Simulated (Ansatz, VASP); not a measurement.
**AlNi in VASP and in Ansatz**

```
Al Ni
1.0
    -2.02133    2.02135    0.00000
    -2.02133   -2.02135   -2.86941
    -2.02133   -2.02135    2.86941
Al Ni
2 2
Cartesian
  0.1207 0.1276 -0.1424
  -2.1420 -2.1490 0.1424
  -3.8847 -2.0806 -1.5176
  -2.1793 0.0593 -1.3518
```

Alike in both runs: task single point; functional PBEsol; k mesh 12 × 8 × 8; occupations gaussian, width 0.15 eV; no spin polarisation.

|  | VASP | Ansatz |
| --- | --- | --- |
| version | VASP 6.6.1 | Ansatz 0.2.0 |
| potentials or method | VASP PAW PBE potentials, release 64 (Al, Ni), cutoff 520 eV | scalar-relativistic, plane waves, PAW |
| valence electrons in the cell | 26 | 42 |

```tsv
	VASP	Ansatz	Ansatz less VASP
gap on the k mesh at the Fermi level (eV)	none	none	-
pressure (GPa)	5.0	4.7	-0.39
traceless stress, the component that is largest in VASP (GPa)	4.13	4.12	-0.005
rms of the force components (eV/Å)	1.016	1.008	-0.0083
```

VASP's potentials were made for PBE, not for PBEsol. Atom by atom the forces differ by 0.009 eV/Å (rms over components). A gap of «none» marks a metal or a gap that the smearing closes. With one functional, cell and mesh, what is left measures potentials, basis and numerics. VASP's potentials hold 26 valence electrons a cell and Ansatz's 42, so a difference there can come from the potentials and not from the codes.
